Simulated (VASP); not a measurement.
# Ru (P6_3/mmc) in VASP: further runs

Runs on Ru. Level: PBE. Tasks: single point, relaxation of cell and atoms.

All numbers are computed with VASP 6.6.1; they aren't measurements. Logs are shortened: lines on timing, memory, paths and dates and some standing lists are left out, and cuts for length are marked.

### 1 The cell of the first run

It takes space group P6_3/mmc (No. 194, hexagonal). The conventional cell has a = 2.724 Å, b = 2.724 Å, c = 4.290 Å, α = 90.00°, β = 90.00°, γ = 120.00°. Ru (site symmetry -6m2) has 12 Ru at 2.66 to 2.72 Å within 3.5 Å.

### 2 Single point, PBE

INCAR reads:

```
SYSTEM = Ru
PREC = Accurate ; ENCUT = 520
EDIFF = 1E-6 ; ISMEAR = -1
SIGMA = 0.05 ; LREAL = .False.
LASPH = .True. ; NELM = 60
ALGO = Normal ; ISIF = 2
LWAVE = .False. ; LCHARG = .False.
GGA = PE ; NBANDS = 21
```

KPOINTS reads:

```
Automatic mesh
0
Gamma
  16 16 9
  0 0 0
```

POSCAR reads:

```
Ru
1.0
    2.7235501919      0.0000000000      0.0000000000
   -1.3617750960      2.3586636547      0.0000000000
    0.0000000000      0.0000000000      4.2897480453
Ru
2
Direct
    0.3333333333      0.6666666667      0.2500000000
    0.6666666667      0.3333333333      0.7500000000
```

Potentials or basis: VASP PAW PBE potentials, release 64 (Ru_pv).

Run with:

```console
$ cat potpaw_PBE.64/Ru_pv/POTCAR > POTCAR
$ mpirun -np 1 vasp_std > vasp.out
```

OUTCAR:

```text
SYSTEM = Ru
   PREC = Accurate
   ENCUT = 520
   EDIFF = 1E-6
   ISMEAR = -1
   LREAL = .False.
   LASPH = .True.
   NELM = 60
   ISIF = 2
   GGA = PE

 ion  position               nearest neighbor table
   1  0.333  0.667  0.250-   2 2.66   2 2.66   2 2.66   2 2.66   2 2.66   2 2.66
   2  0.667  0.333  0.750-   1 2.66   1 2.66   1 2.66   1 2.66   1 2.66   1 2.66

  LATTYP: Found a hexagonal cell.
 ALAT       =     2.7235501919
 C/A-ratio  =     1.5750574592

  Lattice vectors:

 A1 = (   2.7235501919,   0.0000000000,   0.0000000000)
 A2 = (  -1.3617750960,   2.3586636547,   0.0000000000)
 A3 = (   0.0000000000,   0.0000000000,   4.2897480453)

Analysis of symmetry for initial positions (statically):
=====================================================================
 Subroutine PRICEL returns:
 Original cell was already a primitive cell.

 Routine SETGRP: Setting up the symmetry group for a
 hexagonal supercell.

 Subroutine GETGRP returns: Found 24 space group operations
 (whereof 12 operations were pure point group operations)
 out of a pool of 24 trial point group operations.

The static configuration has the point symmetry D_3d.
 The point group associated with its full space group is D_6h.

Analysis of symmetry for dynamics (positions and initial velocities):
=====================================================================
 Subroutine PRICEL returns:
 Original cell was already a primitive cell.

 Routine SETGRP: Setting up the symmetry group for a
 hexagonal supercell.

 Subroutine GETGRP returns: Found 24 space group operations
 (whereof 12 operations were pure point group operations)
 out of a pool of 24 trial point group operations.

The dynamic configuration has the point symmetry D_3d.
 The point group associated with its full space group is D_6h.

 Subroutine INISYM returns: Found 24 space group operations
 (whereof 12 operations are pure point group operations),
 and found     1 'primitive' translations

----------------------------------------------------------------------------------------

                                     Primitive cell

  volume of cell :      27.5571

  direct lattice vectors                    reciprocal lattice vectors
     2.723550192  0.000000000  0.000000000     0.367167825  0.211984443  0.000000000
    -1.361775096  2.358663655  0.000000000     0.000000000  0.423968885  0.000000000
     0.000000000  0.000000000  4.289748045     0.000000000  0.000000000  0.233113924

  length of vectors
     2.723550192  2.723550192  4.289748045     0.423968885  0.423968885  0.233113924

  position of ions in fractional coordinates (direct lattice)
     0.333333333  0.666666667  0.250000000
     0.666666667  0.333333333  0.750000000

  ion indices of the primitive-cell ions
   primitive index   ion index
                 1           1
                 2           2

----------------------------------------------------------------------------------------

 KPOINTS: Automatic mesh

Automatic generation of k-mesh.
 Grid dimensions read from file:
 generate k-points for:   16   16    9

 Generating k-lattice:

  Cartesian coordinates                     Fractional coordinates (reciprocal lattice)
     0.022947989  0.013249028  0.000000000     0.062500000  0.000000000  0.000000000
     0.000000000  0.026498055  0.000000000     0.000000000  0.062500000  0.000000000
     0.000000000  0.000000000  0.025901547     0.000000000  0.000000000  0.111111111

  Length of vectors
     0.026498055  0.026498055  0.025901547

  Shift w.r.t. Gamma in fractional coordinates (k-lattice)
     0.000000000  0.000000000  0.000000000

 Subroutine IBZKPT returns following result:
 ===========================================

 Found    150 irreducible k-points:

 Following reciprocal coordinates:
            Coordinates               Weight
  0.000000  0.000000  0.000000      1.000000
  0.062500  0.000000  0.000000      6.000000
  0.125000  0.000000  0.000000      6.000000
  0.187500  0.000000  0.000000      6.000000
  0.250000  0.000000  0.000000      6.000000
  0.312500 -0.000000  0.000000      6.000000
[... 16 lines left out ...]
  0.187500  0.187500  0.000000      6.000000
  0.250000  0.187500  0.000000     12.000000
 [... further k-points ...]
   k-points           NKPTS =    150   k-points in BZ     NKDIM =    150   number of bands    NBANDS=     21
   number of dos      NEDOS =    301   number of ions     NIONS =      2
   total plane-waves  NPLWV =  12800
   dimension x,y,z NGX =    20 NGY =   20 NGZ =   32
   dimension x,y,z NGXF=    40 NGYF=   40 NGZF=   64
   ions per type =               2
   NGX,Y,Z   is equivalent  to a cutoff of  12.21, 12.21, 12.40 a.u.
   NGXF,Y,Z  is equivalent  to a cutoff of  24.42, 24.42, 24.80 a.u.
 SYSTEM =  Ru
   PREC   = accura    normal or accurate (medium, high low for compatibility)
   ISTART =      0    job   : 0-new  1-cont  2-samecut
   ICHARG =      2    charge: 1-file 2-atom 10-const
   ISPIN  =      1    spin polarized calculation?
   LNONCOLLINEAR =      F non collinear calculations
   LSORBIT =      F    spin-orbit coupling
   LASPH  =      T    aspherical Exc in radial PAW
   ENCUT  =  520.0 eV  38.22 Ry    6.18 a.u.   5.06  5.06  7.98*2*pi/ulx,y,z
   NELM   =     60;   NELMIN=  2; NELMDL= -5     # of ELM steps
   EDIFF  = 0.1E-05   stopping-criterion for ELM
   LREAL  =      F    real-space projection
   EDIFFG = 0.1E-04   stopping-criterion for IOM
   NSW    =      0    number of steps for IOM
   IBRION =     -1    ionic relax: 0-MD 1-quasi-New 2-CG
   NFREE  =      0    steps in history (QN), initial steepest desc. (CG)
   ISIF   =      2    stress and relaxation
   ISYM   =      2    0-nonsym 1-usesym 2-fastsym
   POTIM  = 0.5000    time-step for ionic-motion
   TEBEG  =    0.0;   TEEND  =   0.0 temperature during run
   PSTRESS=    0.0 pullay stress
   NELECT =      28.0000    total number of electrons
   NUPDOWN=      -1.0000    fix difference up-down
   EMIN   =  10.00;   EMAX   =-10.00  energy-range for DOS
   EFERMI =   0.00;   METHOD = LEGACY
   ISMEAR =    -1;   SIGMA  =   0.05  broadening in eV -4-tet -1-fermi 0-gaus
   EFERMI_NEDOS =   21; number of points for ismear=-14 and -15
   IALGO  =     38    algorithm
   IMIX   =      4    mixing-type and parameters
     AMIX     =   0.40;   BMIX     =  1.00
     AMIX_MAG =   1.60;   BMIX_MAG =  1.00
  volume/ion in A,a.u.               =      13.78        92.98
  Fermi-wavevector in a.u.,A,eV,Ry     =   1.645823  3.110154 36.854552  2.708733
  Thomas-Fermi vector in A             =   2.735555
   LORBIT       =      0    0 simple, 1 ext, 2 COOP (PROOUT), +10 PAW based schemes
   GGA     = PE    functional components
   LHFCALC =     F    Hartree Fock is set to
   AEXX    =    0.0000 exact exchange contribution
   IVDW    =     0    specifies the selected vdW correction
   LEPSILON=     F    determine dielectric tensor
   LRPA    =     F    only Hartree local field effects (RPA)
 non-spin polarized calculation
  energy-cutoff  :      520.00
  volume of cell :       27.56
 maximum number of plane-waves:       756
   NGX = 11   NGY = 11   NGZ = 15

 number of electron      28.0000012 magnetization

 Free energy of the ion-electron system (eV)
  ---------------------------------------------------
  ext. energy  EPLUGINS =         0.00000000
  ---------------------------------------------------
  free energy    TOTEN  =       -18.47730250 eV

  energy without entropy =      -18.46571582  energy(sigma->0) =      -18.47150916

 E-fermi :  12.5874     XC(G=0): -14.0288

 val. band max:       12.5745330932   @ k =   0.1250   0.0625   0.3333
 cond. band min:      12.5898963882   @ k =   0.4375   0.0625   0.3333
 fundamental gap:      0.0153632949
 Fermi energy:        12.5874142068

 k-point     1 :       0.0000    0.0000    0.0000
  band No.  band energies     occupation
      1     -31.0298      2.00000
      2     -30.1429      2.00000
      3     -30.1429      2.00000
      4     -29.9764      2.00000
      5     -29.9764      2.00000
      6     -29.9302      2.00000
[... 13 lines left out ...]
     20      23.0036      0.00000
     21      23.0187      0.00000

 k-point     2 :       0.0625    0.0000    0.0000
  band No.  band energies     occupation
      1     -31.0170      2.00000
      2     -30.1695      2.00000
      3     -30.1520      2.00000
      4     -30.0043      2.00000
      5     -29.9800      2.00000
      6     -29.9362      2.00000
[... 13 lines left out ...]
     20      23.0036      0.00000
     21      23.0174      0.00000

 k-point     3 :       0.1250    0.0000    0.0000
  band No.  band energies     occupation
      1     -30.9798      2.00000
      2     -30.2451      2.00000
      3     -30.1774      2.00000
      4     -30.0826      2.00000
      5     -29.9906      2.00000
      6     -29.9544      2.00000
[... 13 lines left out ...]
     20      23.0036      0.00000
     21      23.0144      0.00000

 k-point     4 :       0.1875    0.0000    0.0000
  band No.  band energies     occupation
      1     -30.9210      2.00000
      2     -30.3585      2.00000
      3     -30.2143      2.00000
      4     -30.1974      2.00000
      5     -30.0075      2.00000
      6     -29.9847      2.00000
[... 13 lines left out ...]
     20      23.0036      0.00000
     21      23.0113      0.00000

 k-point     5 :       0.2500    0.0000    0.0000
  band No.  band energies     occupation
      1     -30.8452      2.00000
      2     -30.4924      2.00000
      3     -30.3292      2.00000
      4     -30.2564      2.00000
      5     -30.0284      2.00000
      6     -30.0268      2.00000
[... 13 lines left out ...]
     20      23.0035      0.00000
     21      23.0088      0.00000
[... 382 lines left out ...]
     20      23.0028      0.00000
     21      23.6392      0.00000

 k-point    22 :       0.4375    0.1250    0.0000
  band No.  band energies     occupation
      1     -30.8118      2.00000
      2     -30.6289      2.00000
      3     -30.5399      2.00000
      4     -30.4155      2.00000
      5     -30.2368      2.00000
      6     -30.1554      2.00000
[... 13 lines left out ...]
     20      23.0020      0.00000
     21      23.9443      0.00000

 k-point    23 :       0.1875    0.1875    0.0000
  band No.  band energies     occupation
      1     -30.7378      2.00000
      2     -30.5499      2.00000
      3     -30.5487      2.00000
      4     -30.2833      2.00000
      5     -30.1279      2.00000
      6     -30.0924      2.00000
[... 13 lines left out ...]
     20      23.0033      0.00000
     21      23.0088      0.00000

 k-point    24 :       0.2500    0.1875    0.0000
  band No.  band energies     occupation
      1     -30.6546      2.00000
      2     -30.6543      2.00000
      3     -30.5860      2.00000
      4     -30.3480      2.00000
      5     -30.1753      2.00000
      6     -30.1492      2.00000
[... 13 lines left out ...]
     20      23.0033      0.00000
     21      23.3882      0.00000

 [... further k-points ...]
[... 5 lines left out ...]
  --------------------------------------------------------------------------------------
  -------------------------------------------------------------------------------------
  Total       -0.0697826     -0.0697826     -0.0680312      0.0000000      0.0000000      0.0000000
  in kB       -4.0571848     -4.0571848     -3.9553534      0.0000000      0.0000000      0.0000000
  external PRESSURE =      -4.0232410 kB  Pullay stress =       0.0000000 kB

 VOLUME and BASIS-vectors are now :
 -----------------------------------------------------------------------------
  energy-cutoff  :      520.00
  volume of cell :       27.56
      direct lattice vectors                 reciprocal lattice vectors
     2.723550192  0.000000000  0.000000000     0.367167825  0.211984443  0.000000000
    -1.361775096  2.358663655  0.000000000     0.000000000  0.423968885  0.000000000
     0.000000000  0.000000000  4.289748045     0.000000000  0.000000000  0.233113924

 POSITION                                       TOTAL-FORCE (eV/Angst)
 -----------------------------------------------------------------------------------
     -0.00000      1.57244      1.07244        -0.000000      0.000000      0.000000
      1.36178      0.78622      3.21731         0.000000     -0.000000      0.000000
 -----------------------------------------------------------------------------------
    total drift:                               -0.000000      0.000000     -0.000000

  FREE ENERGIE OF THE ION-ELECTRON SYSTEM (eV)
  ---------------------------------------------------
  free  energy   TOTEN  =       -18.4773024973 eV

  energy  without entropy=      -18.4657158177  energy(sigma->0) =      -18.47150916
```

Run time: 23 s. Hardware: 1 thread of Intel Xeon 6975P-C (Granite Rapids), shared host; peak memory 0.18 GiB.

What came out:

- Free energy: -18.4773 eV
- Pressure: -0.4 GPa
- Band gap on the k mesh: zero (band 14 reaches 14.11 eV, above the bottom of band 15 at 11.04 eV)

Levels at points of the mesh, in eV from the Fermi level:
```
           k point  band 10  band 11  band 12  band 13  band 14  band 15  band 16  band 17  band 18  band 19
(0.00, 0.00, 0.00)    -2.56    -2.34    -1.88    -1.88    -1.41    -1.41     1.14     1.14     1.32    10.17
(0.50, 0.00, 0.00)    -3.00    -2.02    -1.80    -1.48     1.34     1.76     1.87     3.96     5.99    10.41
```

### 3 Single point, PBE

INCAR reads:

```
  ALGO = Normal
  EDIFF = 1E-6
  ENCUT = 520
  GGA = PE
  ISIF = 2
  ISMEAR = -1
  LASPH = True
  LCHARG = False
  LREAL = False
  LWAVE = False
  NBANDS = 21
  NELM = 60
  PREC = Accurate
  SIGMA = 0.05
```

KPOINTS reads:

```
k-points
0
Gamma
  16 16 9
```

POSCAR reads:

```
Ru
1.0
    2.7234053355      0.0000000000      0.0000000000
   -1.3617026678      2.3585382053      0.0000000000
    0.0000000000      0.0000000000      4.2893955941
Ru
2
Direct
    0.3333333333      0.6666666667      0.2500000000
    0.6666666667      0.3333333333      0.7500000000
```

Potentials or basis: VASP PAW PBE potentials, release 64 (Ru_pv).

Run with:

```console
$ cat potpaw_PBE.64/Ru_pv/POTCAR > POTCAR
$ mpirun -np 1 vasp_std > vasp.out
```

Wall time 23 s (1 thread of Intel Xeon 6975P-C (Granite Rapids), shared host); peak memory 0.18 GiB.

The run converged. Its results:

* Free energy: -18.4773 eV
* Pressure: -0.3 GPa
* Band gap on the k mesh: zero (band 14 reaches 14.11 eV, above the bottom of band 15 at 11.04 eV)

Levels at points of the mesh, in eV from the Fermi level:
| k point | band 12 | band 13 | band 14 | band 15 | band 16 | band 17 |
| --- | --- | --- | --- | --- | --- | --- |
| (0.00, 0.00, 0.00) | -1.89 | -1.89 | -1.41 | -1.41 | 1.14 | 1.14 |
| (0.50, 0.00, 0.00) | -1.80 | -1.48 | 1.34 | 1.76 | 1.87 | 3.96 |

### 4 Relaxation of cell and atoms, PBE, target pressure -0.3 GPa, at which the enthalpy is minimised

INCAR reads:

```
SYSTEM = Ru
ALGO = Normal
EDIFF = 1E-7
EDIFFG = -0.005
ENCUT = 600
GGA = PE
IBRION = 2
ISIF = 3
ISMEAR = -1
LASPH = .True.
LCHARG = .False.
LREAL = .False.
LWAVE = .False.
NELM = 80
NSW = 32
PREC = Accurate
PSTRESS = -3.0
SIGMA = 0.05
```

KPOINTS reads:

```
k-points
0
Gamma
  16 16 9
  0 0 0
```

POSCAR reads:

```
Ru
1.0
    2.7235501919      0.0000000000      0.0000000000
   -1.3617750960      2.3586636547      0.0000000000
    0.0000000000      0.0000000000      4.2897480453
Ru
2
Direct
    0.3333333333      0.6666666667      0.2500000000
    0.6666666667      0.3333333333      0.7500000000
```

Run with:

```console
$ cat potpaw_PBE.64/Ru_pv/POTCAR > POTCAR
$ mpirun -np 1 vasp_std > vasp.out
```

It took 60 s on 1 thread of Intel Xeon 6975P-C (Granite Rapids), shared host; peak memory 0.22 GiB.

It converged, with:

```yaml
Free_energy: -18.4777 eV
Relaxed_volume: 13.77 Å³/atom
Relaxed_cell: a = 2.723 Å, b = 2.723 Å, c = 4.289 Å, α = 90.00°, β = 90.00°, γ = 120.00°
Space_group_after_relaxing_to_0.05_Å: P6_3/mmc (No. 194)
Energy_change_on_relaxing_the_enthalpy_is_what_falls: -0.0 meV/atom
Ionic_steps: 3
Pressure_after_relaxing: -0.3 GPa
Band_gap_on_the_k_mesh: zero (band 14 reaches 14.12 eV, above the bottom of band 15 at 11.04 eV)
```

Final structure:
```
CELL_PARAMETERS angstrom
2.72311 0.00000 0.00000
-1.36155 2.35828 0.00000
0.00000 0.00000 4.28911
ATOMIC_POSITIONS crystal
Ru 0.33333 0.66667 0.25000
Ru 0.66667 0.33333 0.75000
```

Levels at points of the mesh, in eV from the Fermi level:
```
           k point  band 12  band 13  band 14  band 15  band 16  band 17
(0.00, 0.00, 0.00)    -1.89    -1.89    -1.41    -1.41     1.14     1.14
(0.50, 0.00, 0.00)    -1.80    -1.48     1.34     1.76     1.87     3.96
```

Caveat: the cell is relaxed towards a set pressure, so the enthalpy falls and the energy may rise.

### 5 Relaxation of cell and atoms, PBE, target pressure -0.3 GPa, at which the enthalpy is minimised

This run uses another cell than the first one, of 14.24 Å³/atom, 1.034 times its volume.

INCAR reads:

```
ALGO = Normal ; EDIFF = 1E-6
EDIFFG = -0.005 ; ENCUT = 600
GGA = PE ; IBRION = 2
ISIF = 3 ; ISMEAR = -1
LASPH = T ; LCHARG = F
LREAL = F ; LWAVE = F
NELM = 100 ; NSW = 60
PREC = Accurate ; PSTRESS = -3.0
SIGMA = 0.05
```

KPOINTS reads:

```
k-points
0
Gamma
  16 16 9
```

POSCAR reads:

```
Ru
1.0
    2.7282338383      0.0000000000      0.0000000000
   -1.3641169192      2.3627198115      0.0000000000
    0.0000000000      0.0000000000      4.4197388181
Ru
2
Direct
    0.3333333333      0.6666666667      0.2500000000
    0.6666666667      0.3333333333      0.7500000000
```

Run with:

```console
$ cat potpaw_PBE.64/Ru_pv/POTCAR > POTCAR
$ mpirun -np 1 vasp_std > vasp.out
```

It took 1.8 min on 1 thread of Intel Xeon 6975P-C (Granite Rapids), shared host; peak memory 0.22 GiB.

It converged, with:

```
Free energy                                            : -18.4786 eV
Relaxed volume                                         : 13.77 Å³/atom
Relaxed cell                                           : a = 2.723 Å, b = 2.723 Å, c = 4.290 Å, α = 90.00°, β = 90.00°, γ = 120.00°
Space group after relaxing (to 0.05 Å)                 : P6_3/mmc (No. 194)
Energy change on relaxing (the enthalpy is what falls) : -26.4 meV/atom
Ionic steps                                            : 6
Pressure after relaxing                                : -0.3 GPa
Band gap on the k mesh                                 : zero (band 14 reaches 14.12 eV, above the bottom of band 15 at 11.04 eV)
```

Step by step:
| step | energy change (eV) | largest force (eV/Å) | pressure (GPa) | volume (Å³) |
| --- | --- | --- | --- | --- |
| 1 | 0.0000 | 0.0000 | -10.02 | 28.49 |
| 2 | 0.2412 | 0.0000 | 38.09 | 25.05 |
| 3 | -0.0488 | 0.0000 | 0.60 | 27.46 |
| 4 | -0.0490 | 0.0000 | 1.11 | 27.41 |
| 5 | -0.0495 | 0.0000 | -1.45 | 27.67 |
| 6 | -0.0529 | 0.0000 | -0.34 | 27.55 |

Final structure:
```yaml
crystal:
  lattice:
    - [2.72316, 0.00000, 0.00000]
    - [-1.36158, 2.35832, 0.00000]
    - [0.00000, 0.00000, 4.28968]
  atoms:
    - { symbol: Ru, position: [0.33333, 0.66667, 0.25000] }
    - { symbol: Ru, position: [0.66667, 0.33333, 0.75000] }
```

Levels at points of the mesh, in eV from the Fermi level:
| k point | band 12 | band 13 | band 14 | band 15 | band 16 | band 17 |
| --- | --- | --- | --- | --- | --- | --- |
| (0.00, 0.00, 0.00) | -1.89 | -1.89 | -1.41 | -1.41 | 1.14 | 1.14 |
| (0.50, 0.00, 0.00) | -1.80 | -1.48 | 1.34 | 1.76 | 1.87 | 3.96 |

Caveat: the cell is relaxed towards a set pressure, so the enthalpy falls and the energy may rise.

### 6 The runs side by side

```csv
task,cell,cutoff (eV),gap on the mesh (eV),pressure (GPa)
single point,"a = 2.724, b = 2.724, c = 4.290 Å, angles 90.0, 90.0, 120.0°, 2 atoms",520,none,-0.4
single point,"a = 2.723, b = 2.723, c = 4.289 Å, angles 90.0, 90.0, 120.0°, 2 atoms",520,none,-0.3
relaxation of cell and atoms,"relaxed to -0.3 GPa from a = 2.724, b = 2.724, c = 4.290 Å, angles 90.0, 90.0, 120.0°, 2 atoms",600,none,-0.3
relaxation of cell and atoms,"relaxed to -0.3 GPa from a = 2.728, b = 2.728, c = 4.420 Å, angles 90.0, 90.0, 120.0°, 2 atoms",600,none,-0.3
```

Alike in all rows: level PBE; potentials or basis VASP PAW PBE potentials, release 64 (Ru_pv); no spin polarisation; k mesh 16 × 16 × 9; smearing fermi-dirac 0.05 eV.

Caveats: the cell is relaxed towards a set pressure, so the enthalpy falls and the energy may rise (some runs).

Total energies depend on the potentials used, so only differences within one code and one set of settings carry meaning.
